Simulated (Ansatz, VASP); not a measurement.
## MnO: VASP beside Ansatz

INCAR

```
ALGO = Normal ; EDIFF = 1E-8
ENCUT = 520 ; GGA = PE
ISIF = 2 ; ISMEAR = -1
ISPIN = 2 ; LASPH = True
LCHARG = False ; LDAU = True
LDAUJ = 0 0 ; LDAUL = 2 -1
LDAUPRINT = 1 ; LDAUTYPE = 2
LDAUU = 4.9 0 ; LEFG = True
LMAXMIX = 4 ; LORBIT = 11
LREAL = False ; LWAVE = False
MAGMOM = 5 0 ; NBANDS = 20
NELM = 150 ; PREC = Accurate
SIGMA = 0.05
```

File KPOINTS:

```
k-points
0
Gamma
  13 13 13
```

File POSCAR:

```
MnO
1.0
    0.0000000000      2.2230000000      2.2230000000
    2.2230000000      0.0000000000      2.2230000000
    2.2230000000      2.2230000000      0.0000000000
Mn O
1 1
Direct
    0.0000000000      0.0000000000      0.0000000000
    0.5000000000      0.5000000000      0.5000000000
```

Input for Ansatz:

```yaml
crystal:
  lattice:
    - [0.0, 2.223, 2.223]
    - [2.223, 0.0, 2.223]
    - [2.223, 2.223, 0.0]
  atoms:
    - { symbol: Mn, position: [0.0, 0.0, 0.0], spin: 5.0 }
    - { symbol: O, position: [0.5, 0.5, 0.5] }
magnetization:
  spin_polarized: true
kpoints:
  mp_grid: { grid: [13, 13, 13] }
scf:
  occupations: { method: fermi_dirac, width: 0.05 }
hamiltonian:
  xc: pbe
  pseudopotentials: { kind: paw }
  hubbard: [{ species: Mn, l: d, u_eff: 4.9 }]
output:
  forces: true
  stress: true
  populations: true
  efg:
    quadrupole_moments_barn: { Mn: 0.33, O: -0.02558 }
    contact_densities: true
  write_density: true
  write_potential: true
  elf: true
  volumetric_format: npy
```

Alike in both runs: task electric field gradients; functional PBE; k mesh 13 × 13 × 13; occupations fermi-dirac, width 0.05 eV; collinear spin; Hubbard terms Mn d U = 4.9 eV.

```csv
,VASP,Ansatz
version,VASP 6.6.1,Ansatz 0.2.0
potentials or method,"VASP PAW PBE potentials, release 64 (Mn_pv, O)","plane-wave PAW, scalar-relativistic"
plane-wave cutoff (eV),520,420
valence electrons in the cell,19,21
```

```csv
,VASP,Ansatz,Ansatz less VASP
pressure (GPa),8.2,10.5,+2.24
net moment per atom (μB),2.50,2.50,0.000
size of the moment on the site where the two differ most (μB),4.65,4.29,-0.356
```

Site moments also hang on the region over which each program counts them. The programs project onto different local orbitals, so the same U acts differently, and such runs can settle in different states. VASP's potentials hold 19 valence electrons a cell and Ansatz's 21, so a difference there can come from the potentials and not from the codes.
